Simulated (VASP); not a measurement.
Wanted: the native input for a VASP 6.6.1 run.

| Property | Result |
| --- | --- |
| Task | electric field gradients |
| Functional | PBE |
| Potentials or basis | VASP PAW PBE potentials, release 64 (Al, N) |
| Cutoff | 520 eV |
| k mesh | 10 × 10 × 10 |
| Occupations | fermi-dirac, width 0.02 eV |
| Spin | no spin polarisation |
| Dipole correction | no |
| Further INCAR settings | ALGO = Normal; EDIFF = 1e-08; NBANDS = 11 |

The structure of AlN lies in POSCAR:

```
AlN
1.0
    0.0000000000      1.9444680984      1.9444680984
    1.9444680984      0.0000000000      1.9444680984
    1.9444680984      1.9444680984      0.0000000000
Al N
1 1
Direct
    0.0000000000      0.0000000000      0.0000000000
    0.5000000000      0.5000000000      0.5000000000
```

This cell differs from its parent crystal: volume scaled by 0.95.

One way to write it, as run:

INCAR

```
  PREC = Accurate
  ENCUT = 520
  EDIFF = 1E-8
  ISMEAR = -1
  SIGMA = 0.02
  LREAL = False
  LASPH = True
  NELM = 60
  ALGO = Normal
  ISIF = 2
  LWAVE = False
  LCHARG = False
  GGA = PE
  LEFG = True
  NBANDS = 11
```

KPOINTS

```
regular mesh
0
Gamma
  10 10 10
```

Potentials or basis: VASP PAW PBE potentials, release 64 (Al, N).

Command:

```bash
$ cat potpaw_PBE.64/Al/POTCAR potpaw_PBE.64/N/POTCAR > POTCAR
$ mpirun -np 1 vasp_std > vasp.out
```

Results of the run:

```yaml
Pressure: 44.9 GPa
Band_gap_on_the_k_mesh: 5.08 eV, indirect (least direct gap 7.47 eV)
```

Caveat: without QUAD_EFG the Cq values of the log hold for a quadrupole moment of 1 mb, not for the nuclei.

It took 9.7 s on 1 thread of Intel Xeon 8259CL, on a shared host, peak memory 0.12 GiB.
